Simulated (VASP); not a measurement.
Set up this calculation in VASP 6.6.1, as the native input.

* Task: single point
* Functional: PBE
* Potentials or basis: VASP PAW PBE potentials, release 64 (Te)
* Cutoff: 520 eV
* k mesh: 10 × 10 × 10
* Occupations: fermi-dirac, width 0.05 eV
* Spin: no spin polarisation
* Dipole correction: no
* Further INCAR settings: ALGO = Normal; EDIFF = 1e-07; NBANDS = 13

The structure of Te lies in POSCAR:

```
Te
1.0
   -2.9577914636      3.8759656627      1.5351528885
    2.9577914636     -3.8759656627      1.5351528885
    2.9577914636      3.8759656627     -1.5351528885
Te
2
Direct
    0.0009290200      0.7509290200      0.2500000000
    0.9990709800      0.2490709800      0.7500000000
```

The input as run:

INCAR

```
SYSTEM = Te
ALGO = Normal
EDIFF = 1E-7
ENCUT = 520
GGA = PE
ISIF = 2
ISMEAR = -1
LASPH = .TRUE.
LCHARG = .FALSE.
LREAL = .FALSE.
LWAVE = .FALSE.
NBANDS = 13
NELM = 100
PREC = Accurate
SIGMA = 0.05
```

KPOINTS

```
k-points
0
G
  10 10 10
  0 0 0
```

Potentials or basis: VASP PAW PBE potentials, release 64 (Te).

Command:

```bash
$ cat potpaw_PBE.64/Te/POTCAR > POTCAR
$ mpirun -np 1 vasp_std > vasp.out
```

Results of the run:

| Property | Result |
| --- | --- |
| Pressure | 0.6 GPa |
| Band gap on the k mesh | zero (band 6 reaches 8.06 eV, above the bottom of band 7 at 4.32 eV) |

Caveat: spin-orbit coupling is left out, which moves the levels of the heavy elements.

It took 110 s on 1 thread of Intel(R) Xeon(R) Platinum 8488C (Sapphire Rapids), with other jobs on the host, peak memory 0.31 GiB.
